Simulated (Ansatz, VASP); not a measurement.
One calculation of Rb, two programs

The input INCAR:

```
PREC     = Accurate       # precision mode
ENCUT    = 520            # plane-wave cutoff, eV
EDIFF    = 1E-6           # SCF threshold, eV
ISMEAR   = 0              # smearing method
SIGMA    = 0.15           # smearing width, eV
LREAL    = F              # projectors in reciprocal space
LASPH    = T              # aspherical terms in the spheres
NELM     = 80             # most SCF steps
ALGO     = Fast           # electronic algorithm
ISIF     = 2              # what is computed and relaxed
LWAVE    = F              # write WAVECAR
LCHARG   = F              # write CHGCAR
GGA      = PE             # functional
NBANDS   = 10             # bands
```

KPOINTS

```
Automatic mesh
0
Gamma
  12 12 12
```

File POSCAR:

```
Rb
1.0
   -2.9545118615      2.8215588277      2.7308451955
    2.9545118615     -2.8215588277      2.7308451955
    2.9545118615      2.8215588277     -2.7308451955
Rb
1
Direct
    0.0000000000      0.0000000000      0.0000000000
```

Input for Ansatz:

```yaml
crystal:
  lattice:
    - [-2.9545118615, 2.8215588277, 2.7308451955]
    - [2.9545118615, -2.8215588277, 2.7308451955]
    - [2.9545118615, 2.8215588277, -2.7308451955]
  atoms:
    - { symbol: Rb, position: [0.0, 0.0, 0.0] }
basis:
  ecutwfc: 420
kpoints:
  mp_grid: { grid: [12, 12, 12] }
hamiltonian:
  xc: pbe
scf:
  occupations: { method: gaussian, width: 0.15 }
output:
  forces: true
  stress: true
  eigenvalues: true
```

Change from the starting cell: strain -0.0450 x Voigt [0, 1, 0, 0, 0, 0], atoms carried along.

Alike in both runs: task single point; functional PBE; k mesh 12 × 12 × 12; occupations gaussian, width 0.15 eV; no spin polarisation.

|  | VASP | Ansatz |
| --- | --- | --- |
| version | VASP 6.6.1 | Ansatz 0.2.0 |
| potentials or method | VASP PAW PBE potentials, release 64 (Rb_sv), cutoff 520 eV | scalar-relativistic, plane waves, PAW |
| valence electrons in the cell | 9 | 9 |

|  | VASP | Ansatz | Ansatz less VASP |
| --- | --- | --- | --- |
| gap on the k mesh at the Fermi level (eV) | none | none | - |
| pressure (GPa) | 0.0 | 0.0 | 0.00 |

A gap of «none» marks a metal or a gap that the smearing closes.
